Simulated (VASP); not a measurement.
# Ga16HO24 (a cell with a defect) (H interstitial hop between voids) in VASP: notebook

Ga16HO24 (a cell with a defect) (H interstitial hop between voids) is run at these levels: PBE; tasks: single point.

Everything below comes from runs of VASP 6.6.1. Logs are shortened: lines on timing, memory, paths and dates and some standing lists are left out, and cuts for length are marked.

### 1 The cell of the first run

The cell holds a defect, 41 atoms: a = 5.399 Å, b = 10.798 Å, c = 10.798 Å, α = 55.86°, β = 55.86°, γ = 55.86°.

### 2 Single point, PBE

File INCAR:

```
  PREC = Accurate
  ENCUT = 520
  EDIFF = 1E-7
  ISMEAR = -1
  SIGMA = 0.01
  LREAL = Auto
  LASPH = T
  NELM = 100
  ALGO = Normal
  ISIF = 2
  LWAVE = F
  LCHARG = F
  GGA = PE
  NELECT = 354.0
  NBANDS = 202
```

File KPOINTS:

```
regular mesh
0
Gamma
  1 1 1
```

File POSCAR:

```
Ga16HO24
1.0
    2.5289754500      1.4601046700      4.5413080100
   -5.0579508900      2.9202093400      9.0826160100
    0.0000000000     -5.8404185800      9.0826160400
Ga O H
16 24 1
Direct
    0.8561061370      0.4295206597      0.4271535981
    0.6415337651      0.3270075527      0.3171983190
    0.1433489268      0.0713179951      0.0708070675
    0.3582784315      0.1776318863      0.1767180366
    0.8561527341      0.4305712518      0.9237270792
    0.6431410573      0.3230559134      0.8191615192
    0.1349236955      0.0669159747      0.5721367957
    0.3479784358      0.1768801123      0.6786732562
    0.8656821629      0.9332846523      0.4267372438
    0.6528930571      0.8235183780      0.3197615437
    0.1446900041      0.5699957415      0.0745680182
    0.3576396075      0.6773388793      0.1793452932
    0.8567325907      0.9292819941      0.9277237823
    0.6420822100      0.8228664604      0.8217211645
    0.1453008250      0.5707090247      0.5711589318
    0.3592960690      0.6734659968      0.6810125863
    0.7509607967      0.2144280248      0.0312982853
    0.4693757302      0.0220446384      0.3731403195
    0.0529120259      0.3697586740      0.2293155553
    0.2535701361      0.2840386711      0.4613298316
    0.9528969147      0.1387310630      0.2589215072
    0.5531266822      0.4799864318      0.1171249464
    0.7337402574      0.2235063413      0.5399046042
    0.4479340201      0.0214448781      0.8790087590
    0.0492942375      0.3716360552      0.7267809264
    0.2497009099      0.2883961317      0.9598229074
    0.9440379797      0.1304294741      0.7703279430
    0.5529345596      0.4801687441      0.6198928269
    0.7509819447      0.7122150807      0.0386272614
    0.4484333331      0.5200139241      0.3785143294
    0.0562471859      0.8700781894      0.2283710004
    0.2680035364      0.7761030998      0.4584076807
    0.9519526833      0.6287340535      0.2716256707
    0.5525153943      0.9791269183      0.1196015097
    0.7475232356      0.7165579481      0.5372821035
    0.4476964450      0.5206868109      0.8811067371
    0.0475590758      0.8621223950      0.7389441424
    0.2492404524      0.7860714886      0.9671494216
    0.9481593849      0.6307018151      0.7690884164
    0.5300114903      0.9784672004      0.6258762552
    0.0001199848      0.0001206889      0.4983614766
```

Potentials or basis: VASP PAW PBE potentials, release 64 (Ga_d, O, H).

Command:

```
cat potpaw_PBE.64/Ga_d/POTCAR potpaw_PBE.64/O/POTCAR potpaw_PBE.64/H/POTCAR > POTCAR
mpirun -np 1 vasp_gam > vasp.out
```

OUTCAR:

```text
PREC = Accurate
   ENCUT = 520
   EDIFF = 1E-7
   ISMEAR = -1
   LREAL = Auto
   LASPH = T
   NELM = 100
   ISIF = 2
   GGA = PE
   NELECT = 354.0

 ion  position               nearest neighbor table
   1  0.856  0.430  0.427-  20 1.91  28 1.94  33 1.98  19 2.08  30 2.09  23 2.14   2 2.90
   2  0.642  0.327  0.317-  20 1.91  21 1.94  22 1.97  30 2.05  19 2.08  23 2.23   1 2.90
   3  0.143  0.071  0.071-  17 1.91  24 1.93  31 1.98  21 2.05  34 2.10  26 2.20   4 2.90
   4  0.358  0.178  0.177-  17 1.90  19 1.94  18 1.99  21 2.05  34 2.08  26 2.21   3 2.90
   5  0.856  0.431  0.924-  26 1.90  22 1.94  39 1.98  36 2.06  25 2.07  17 2.20   6 2.89
   6  0.643  0.323  0.819-  26 1.90  27 1.93  28 1.97  25 2.08  36 2.10  17 2.16   5 2.89
   7  0.135  0.067  0.572-  41 1.89  23 1.94  18 1.99  37 2.03  40 2.07  27 2.12  20 2.24
   8  0.348  0.177  0.679-  23 1.91  25 1.94  24 2.00  27 2.06  40 2.06  20 2.18
   9  0.866  0.933  0.427-  41 1.87  32 1.94  40 1.99  21 2.03  18 2.07  31 2.12  35 2.23
  10  0.653  0.824  0.320-  32 1.91  33 1.94  34 2.00  31 2.06  18 2.07  35 2.18
  11  0.145  0.570  0.075-  29 1.90  36 1.94  19 1.98  22 2.06  33 2.07  38 2.19  12 2.89
  12  0.358  0.677  0.179-  29 1.90  31 1.93  30 1.97  33 2.08  22 2.10  38 2.16  11 2.89
  13  0.857  0.929  0.928-  38 1.91  34 1.93  27 1.98  37 2.05  24 2.09  29 2.20  14 2.90
  14  0.642  0.823  0.822-  38 1.91  39 1.94  40 1.99  37 2.05  24 2.08  29 2.21  13 2.90
  15  0.145  0.571  0.571-  35 1.91  30 1.94  25 1.98  39 2.09  28 2.09  32 2.13  16 2.90
  16  0.359  0.673  0.681-  35 1.91  37 1.94  36 1.97  28 2.05  39 2.08  32 2.23  15 2.90
  17  0.751  0.214  0.031-   4 1.90   3 1.91   6 2.16   5 2.20
  18  0.469  0.022  0.373-   7 1.99   4 1.99  10 2.07   9 2.07
  19  0.053  0.370  0.229-   4 1.94  11 1.98   1 2.08   2 2.08
  20  0.254  0.284  0.461-   2 1.91   1 1.91   8 2.18   7 2.24
  21  0.953  0.139  0.259-   2 1.94   9 2.03   4 2.05   3 2.05
  22  0.553  0.480  0.117-   5 1.94   2 1.97  11 2.06  12 2.10
[... 16 lines left out ...]
  39  0.948  0.631  0.769-  14 1.94   5 1.98  16 2.08  15 2.09
  40  0.530  0.978  0.626-   9 1.99  14 1.99   8 2.06   7 2.07
  41  0.000  0.000  0.498-   9 1.87   7 1.89

  LATTYP: Found a base centered monoclinic cell.
 ALAT       =    14.7964817495
 B/A-ratio  =     0.6836693984
 C/A-ratio  =     0.3648959286
 COS(beta)  =    -0.0893299994

  Lattice vectors:

 A1 = (   7.5869263400,  -1.4601046700,  -4.5413080000)
 A2 = (   2.5289754500,   7.3005232500,  -4.5413080300)
 A3 = (   2.5289754500,   1.4601046700,   4.5413080100)

Analysis of symmetry for initial positions (statically):
=====================================================================
 Subroutine PRICEL returns:
 Original cell was already a primitive cell.

 Routine SETGRP: Setting up the symmetry group for a
 base centered monoclinic supercell.

 Subroutine GETGRP returns: Found  1 space group operations
 (whereof  1 operations were pure point group operations)
 out of a pool of  4 trial point group operations.

The static configuration has the point symmetry C_1 .

Analysis of symmetry for dynamics (positions and initial velocities):
=====================================================================
 Subroutine PRICEL returns:
 Original cell was already a primitive cell.

 Routine SETGRP: Setting up the symmetry group for a
 base centered monoclinic supercell.

 Subroutine GETGRP returns: Found  1 space group operations
 (whereof  1 operations were pure point group operations)
 out of a pool of  4 trial point group operations.

The dynamic configuration has the point symmetry C_1 .

 Subroutine INISYM returns: Found  1 space group operations
 (whereof  1 operations are pure point group operations),
 and found     1 'primitive' translations

----------------------------------------------------------------------------------------

                                     Primitive cell

  volume of cell :     402.4582

  direct lattice vectors                    reciprocal lattice vectors
     2.528975450  1.460104670  4.541308010     0.197708523  0.114147069  0.073400291
    -5.057950890  2.920209340  9.082616010    -0.098854261  0.057073535  0.036700146
     0.000000000 -5.840418580  9.082616040    -0.000000000 -0.114147069  0.036700146

  length of vectors
     5.399175948 10.798351883 10.798351880     0.239803703  0.119901852  0.119901852

  position of ions in fractional coordinates (direct lattice)
     0.856106137  0.429520660  0.427153598
     0.641533765  0.327007553  0.317198319
     0.143348927  0.071317995  0.070807067
     0.358278431  0.177631886  0.176718037
     0.856152734  0.430571252  0.923727079
     0.643141057  0.323055913  0.819161519
[... 33 lines left out ...]
     0.530011490  0.978467200  0.625876255
     0.000119985  0.000120689  0.498361477

  ion indices of the primitive-cell ions
   primitive index   ion index
                 1           1
                 2           2
                 3           3
                 4           4
                 5           5
                 6           6
[... 33 lines left out ...]
                40          40
                41          41

----------------------------------------------------------------------------------------

 KPOINTS: regular mesh

Automatic generation of k-mesh.
 Grid dimensions read from file:
 generate k-points for:    1    1    1

 Generating k-lattice:

  Cartesian coordinates                     Fractional coordinates (reciprocal lattice)
     0.197708523  0.114147069  0.073400291     1.000000000  0.000000000  0.000000000
    -0.098854261  0.057073535  0.036700146     0.000000000  1.000000000  0.000000000
    -0.000000000 -0.114147069  0.036700146     0.000000000  0.000000000  1.000000000

  Length of vectors
     0.239803703  0.119901852  0.119901852

  Shift w.r.t. Gamma in fractional coordinates (k-lattice)
     0.000000000  0.000000000  0.000000000

 Subroutine IBZKPT returns following result:
 ===========================================

 Found      1 irreducible k-points:

 Following reciprocal coordinates:
            Coordinates               Weight
  0.000000  0.000000  0.000000      1.000000
   k-points           NKPTS =      1   k-points in BZ     NKDIM =      1   number of bands    NBANDS=    202
   number of dos      NEDOS =    301   number of ions     NIONS =     41
   total plane-waves  NPLWV = 256000
   dimension x,y,z NGX =    40 NGY =   80 NGZ =   80
   dimension x,y,z NGXF=    80 NGYF=  160 NGZF=  160
   ions per type =              16  24   1
   NGX,Y,Z   is equivalent  to a cutoff of  12.32, 12.32, 12.32 a.u.
   NGXF,Y,Z  is equivalent  to a cutoff of  24.63, 24.63, 24.63 a.u.
 SYSTEM =  unknown system
   PREC   = accura    normal or accurate (medium, high low for compatibility)
   ISTART =      0    job   : 0-new  1-cont  2-samecut
   ICHARG =      2    charge: 1-file 2-atom 10-const
   ISPIN  =      1    spin polarized calculation?
   LNONCOLLINEAR =      F non collinear calculations
   LSORBIT =      F    spin-orbit coupling
   LASPH  =      T    aspherical Exc in radial PAW
   ENCUT  =  520.0 eV  38.22 Ry    6.18 a.u.  10.04 20.08 20.08*2*pi/ulx,y,z
   NELM   =    100;   NELMIN=  2; NELMDL= -5     # of ELM steps
   EDIFF  = 0.1E-06   stopping-criterion for ELM
   LREAL  =      T    real-space projection
   EDIFFG = 0.1E-05   stopping-criterion for IOM
   NSW    =      0    number of steps for IOM
   IBRION =     -1    ionic relax: 0-MD 1-quasi-New 2-CG
   NFREE  =      0    steps in history (QN), initial steepest desc. (CG)
   ISIF   =      2    stress and relaxation
   ISYM   =      2    0-nonsym 1-usesym 2-fastsym
   POTIM  = 0.5000    time-step for ionic-motion
   TEBEG  =    0.0;   TEEND  =   0.0 temperature during run
   PSTRESS=    0.0 pullay stress
   NELECT =     354.0000    total number of electrons
   NUPDOWN=      -1.0000    fix difference up-down
   EMIN   =  10.00;   EMAX   =-10.00  energy-range for DOS
   EFERMI =   0.00;   METHOD = LEGACY
   ISMEAR =    -1;   SIGMA  =   0.01  broadening in eV -4-tet -1-fermi 0-gaus
   EFERMI_NEDOS =   21; number of points for ismear=-14 and -15
   IALGO  =     38    algorithm
   IMIX   =      4    mixing-type and parameters
     AMIX     =   0.40;   BMIX     =  1.00
     AMIX_MAG =   1.60;   BMIX_MAG =  1.00
  volume/ion in A,a.u.               =       9.82        66.24
  Fermi-wavevector in a.u.,A,eV,Ry     =   1.568564  2.964157 33.475691  2.460394
  Thomas-Fermi vector in A             =   2.670577
   LORBIT       =      0    0 simple, 1 ext, 2 COOP (PROOUT), +10 PAW based schemes
   GGA     = PE    functional components
   LHFCALC =     F    Hartree Fock is set to
   AEXX    =    0.0000 exact exchange contribution
   IVDW    =     0    specifies the selected vdW correction
   LEPSILON=     F    determine dielectric tensor
   LRPA    =     F    only Hartree local field effects (RPA)
 non-spin polarized calculation
  energy-cutoff  :      520.00
  volume of cell :      402.46
 maximum number of plane-waves:      5405
   NGX = 21   NGY = 41   NGZ = 41

 number of electron     354.0000027 magnetization

 Free energy of the ion-electron system (eV)
  ---------------------------------------------------
  ext. energy  EPLUGINS =         0.00000000
  ---------------------------------------------------
  free energy    TOTEN  =      -229.63742462 eV

  energy without entropy =     -229.63742462  energy(sigma->0) =     -229.63742462

 E-fermi :   6.0715     XC(G=0): -12.0439

 val. band max:        5.7894820027   @ k =   0.0000   0.0000   0.0000
 cond. band min:       7.2920419797   @ k =   0.0000   0.0000   0.0000
 fundamental gap:      1.5025599770
 Fermi energy:         6.0714939612

 k-point     1 :       0.0000    0.0000    0.0000
  band No.  band energies     occupation
      1     -14.5512      2.00000
      2     -13.7286      2.00000
      3     -13.7070      2.00000
      4     -13.6304      2.00000
      5     -13.5596      2.00000
      6     -13.5561      2.00000
[... 181 lines left out ...]
    188      10.7914      0.00000
    189      10.8042      0.00000
 [bands above 189 left out]

------------------------ aborting loop because EDIFF is reached ----------------------------------------

  FORCE on cell =-STRESS in cart. coord.  units (eV):
  Direction    XX          YY          ZZ          XY          YZ          ZX
  --------------------------------------------------------------------------------------
  -------------------------------------------------------------------------------------
  Total       25.7791261     32.1684244     16.0167975     -5.4072672     -1.6907037     -2.8000982
  in kB      102.6261355    128.0617918     63.7625195    -21.5262122     -6.7306543    -11.1471296
  external PRESSURE =      98.1501490 kB  Pullay stress =       0.0000000 kB

 VOLUME and BASIS-vectors are now :
 -----------------------------------------------------------------------------
  energy-cutoff  :      520.00
  volume of cell :      402.46
      direct lattice vectors                 reciprocal lattice vectors
     2.528975450  1.460104670  4.541308010     0.197708523  0.114147069  0.073400291
    -5.057950890  2.920209340  9.082616010    -0.098854261  0.057073535  0.036700146
     0.000000000 -5.840418580  9.082616040    -0.000000000 -0.114147069  0.036700146

 POSITION                                       TOTAL-FORCE (eV/Angst)
 -----------------------------------------------------------------------------------
     -0.00742      0.00954     11.66868        -0.010532     -0.001903      0.007524
     -0.03156      0.03907      8.76448         0.004391     -0.003513     -0.000943
      0.00180      0.00403      1.94186         0.002472     -0.001648     -0.014515
      0.00762      0.00974      4.84548        -0.005730      0.016230      0.005691
     -0.01262     -2.88752     16.18863         0.013399     -0.012596      0.006260
     -0.00751     -2.90180     13.29502        -0.006659      0.008454     -0.006858
[... 33 lines left out ...]
     -3.60865     -0.02418     16.97858         0.008252     -0.004979     -0.005514
     -0.00031     -2.91011      4.52807        -0.000423     -0.001411      0.007659
 -----------------------------------------------------------------------------------
    total drift:                                0.009670      0.008842     -0.006687

  FREE ENERGIE OF THE ION-ELECTRON SYSTEM (eV)
  ---------------------------------------------------
  free  energy   TOTEN  =      -229.6374246172 eV

  energy  without entropy=     -229.6374246172  energy(sigma->0) =     -229.63742462
```

Wall time 6.3 min (1 thread of Intel Xeon Platinum 8488C (Sapphire Rapids), shared host); peak memory 0.54 GiB.

What came out:

```yaml
Free_energy: -229.6374 eV
Largest_force: 0.028 eV/Å
```

Forces in eV/Å, atoms in the order of the input:
```
Ga  -0.011 -0.002  0.008
Ga   0.004 -0.004 -0.001
Ga   0.002 -0.002 -0.015
Ga  -0.006  0.016  0.006
Ga   0.013 -0.013  0.006
Ga  -0.007  0.008 -0.007
Ga  -0.003  0.011 -0.022
Ga  -0.010  0.005 -0.001
Ga   0.001 -0.004  0.015
Ga   0.008 -0.005 -0.003
Ga  -0.009  0.012 -0.002
Ga  -0.003 -0.009  0.012
Ga   0.000  0.002  0.017
Ga   0.011 -0.023 -0.008
Ga   0.006 -0.002 -0.004
Ga  -0.003  0.007  0.006
O    0.009  0.018  0.019
O   -0.001 -0.001  0.006
O   -0.002 -0.004  0.003
O    0.009 -0.016 -0.013
O   -0.013 -0.012 -0.005
O    0.009  0.000  0.005
O   -0.002  0.011  0.009
O    0.005 -0.002 -0.003
O    0.003  0.000  0.004
O   -0.004 -0.016 -0.005
O    0.008  0.002 -0.012
O    0.002 -0.002  0.005
O   -0.008  0.014 -0.008
O   -0.001  0.007 -0.006
O   -0.001  0.007  0.004
O    0.012  0.001  0.007
O   -0.009 -0.006 -0.001
O    0.006 -0.004 -0.002
O   -0.024  0.004 -0.006
O   -0.003 -0.003 -0.004
O    0.014  0.007  0.004
O   -0.002 -0.002 -0.009
O   -0.009  0.003  0.001
O    0.008 -0.005 -0.006
H    0.000 -0.001  0.008
```

Levels at points of the mesh, in eV from the Fermi level:
```
           k point  band 174  band 175  band 176  band 177  band 178  band 179  band 180  band 181
(0.00, 0.00, 0.00)     -1.96     -1.95     -1.94     -0.28      1.22      3.78      4.03      4.13
```

Caveat: the k points lie up to 1.51 Å⁻¹ apart; the cell carries a net charge on a neutralising background, which shifts energy and pressure; the cell is charged against a uniform background, so pressure and absolute levels hang on convention.

[end of part 1 of 2]
